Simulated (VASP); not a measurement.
# InP (zincblende type) (F-43m) in VASP: a series of runs, part 3 of 3

VASP 6.6.1. The steps go on from the part before.

### Step 6. Electric field gradients, r2SCAN

Contents of POSCAR:

```
InP
1.0
    0.0000000000      2.9798790903      2.9798790903
    2.9798790903      0.0000000000      2.9798790903
    2.9798790903      2.9798790903      0.0000000000
In P
1 1
Direct
    0.0000000000      0.0000000000      0.0000000000
    0.2500000000      0.2500000000      0.2500000000
```

Contents of INCAR.step1:

```
PREC = Accurate ; ENCUT = 520
ISMEAR = -1 ; SIGMA = 0.08
LREAL = False ; LASPH = True
NELM = 60 ; NBANDS = 16
GGA = PE ; ALGO = Normal
EDIFF = 1E-4 ; LWAVE = True
LCHARG = False
```

Contents of INCAR.step2:

```
PREC = Accurate ; ENCUT = 520
EDIFF = 1E-8 ; ISMEAR = -1
SIGMA = 0.08 ; LREAL = False
LASPH = True ; NELM = 60
ALGO = Normal ; ISIF = 2
LWAVE = False ; LCHARG = False
METAGGA = R2SCAN ; LMIXTAU = True
LEFG = True ; NBANDS = 16
ISTART = 1
```

Contents of KPOINTS:

```
Automatic mesh
0
Gamma
  12 12 12
```

Potentials or basis: VASP PAW PBE potentials, release 64 (In_d, P).

Run with:

```bash
cat potpaw_PBE.64/In_d/POTCAR potpaw_PBE.64/P/POTCAR > POTCAR
cp INCAR.step1 INCAR
mpirun -np 1 vasp_std > vasp.out
cp INCAR.step2 INCAR
mpirun -np 1 vasp_std > vasp.out
```

OUTCAR:

```text
PREC = Accurate
   ENCUT = 520
   EDIFF = 1E-8
   ISMEAR = -1
   LREAL = False
   LASPH = True
   NELM = 60
   ISIF = 2
   METAGGA = R2SCAN
   ISTART = 1

 ion  position               nearest neighbor table
   1  0.000  0.000  0.000-   2 2.58   2 2.58   2 2.58   2 2.58
   2  0.250  0.250  0.250-   1 2.58   1 2.58   1 2.58   1 2.58

  LATTYP: Found a face centered cubic cell.
 ALAT       =     5.9597581806

  Lattice vectors:

 A1 = (   0.0000000000,   2.9798790903,   2.9798790903)
[... 668 lines left out ...]
  ---------------------------------------------------
  free  energy   TOTEN  =       -32.2908282753 eV

  energy  without entropy=      -32.2908071245  energy(sigma->0) =      -32.29081770

 Electric field gradients (V/A^2)
---------------------------------------------------------------------
 ion       V_xx      V_yy      V_zz      V_xy      V_xz      V_yz
---------------------------------------------------------------------
   1      -0.000    -0.000     0.000     0.001     0.001     0.001
   2      -0.000    -0.000    -0.000    -0.000    -0.000    -0.000
---------------------------------------------------------------------

 Electric field gradients after diagonalization (V/A^2)
 (convention: |V_zz| > |V_xx| > |V_yy|)
----------------------------------------------------------------------
 ion       V_xx      V_yy      V_zz     asymmetry (V_yy - V_xx)/ V_zz
----------------------------------------------------------------------
   1      -0.001    -0.001     0.003       0.000
   2       0.000     0.000    -0.001       0.000
----------------------------------------------------------------------

           NMR quadrupolar parameters

 Cq : quadrupolar parameter    Cq=e*Q*V_zz/h
 eta: asymmetry parameters     (V_yy - V_xx)/ V_zz
 Q  : nuclear electric quadrupole moment in mb (millibarn)
----------------------------------------------------------------------
 ion       Cq(MHz)       eta       Q (mb)
----------------------------------------------------------------------
   1       0.000       0.000       1.000
   2      -0.000       0.000       1.000
----------------------------------------------------------------------
```

Wall time 6.4 min (1 thread of AMD EPYC 7R43 (Zen 3), shared host); peak memory 0.19 GiB.

What came out:

```yaml
Free_energy: -32.2908 eV
Pressure: -1.8 GPa
Band_gap_on_the_k_mesh: 0.88 eV, direct
```

Levels at points of the mesh, in eV from the valence-band top:
```
           k point  band 7  band 8  band 9  band 10  band 11  band 12
(0.00, 0.00, 0.00)    0.00    0.00    0.00     0.88     4.44     4.44
(0.50, 0.00, 0.00)   -5.61   -0.94   -0.94     1.73     5.15     5.15
(0.50, 0.50, 0.00)   -5.66   -2.24   -2.24     2.09     2.54     9.55
```

Caveat: without QUAD_EFG the Cq values of the log hold for a quadrupole moment of 1 mb, not for the nuclei; the PAW data sets were made with another functional, which shifts forces and pressure a little; spin-orbit coupling is left out, which moves the levels of the heavy elements. r2SCAN opens gaps a little over a GGA but as a rule still falls short of measured ones.

### Step 7. Summary

```tsv
level	gap on the mesh (eV)	pressure (GPa)
PBE	0.44	0.0
PBEsol	0.35	-2.5
r2SCAN	0.88	-1.8
```

Alike in all rows: task electric field gradients; potentials or basis VASP PAW PBE potentials, release 64 (In_d, P); no spin polarisation; cell as given; k mesh 12 × 12 × 12; cutoff (eV) 520; smearing fermi-dirac 0.08 eV.

On the cell as given the gap runs from 0.35 eV (PBEsol) to 0.88 eV (r2SCAN). The pressure there spans -2.5 GPa (PBEsol) to 0.0 GPa (PBE); a positive pressure means that this level wants a larger cell, a negative one a smaller.

Caveats: spin-orbit coupling is left out, which moves the levels of the heavy elements; the PAW data sets were made with another functional, which shifts forces and pressure a little (some runs).

Absolute energies hang on the potentials; compare differences alone.
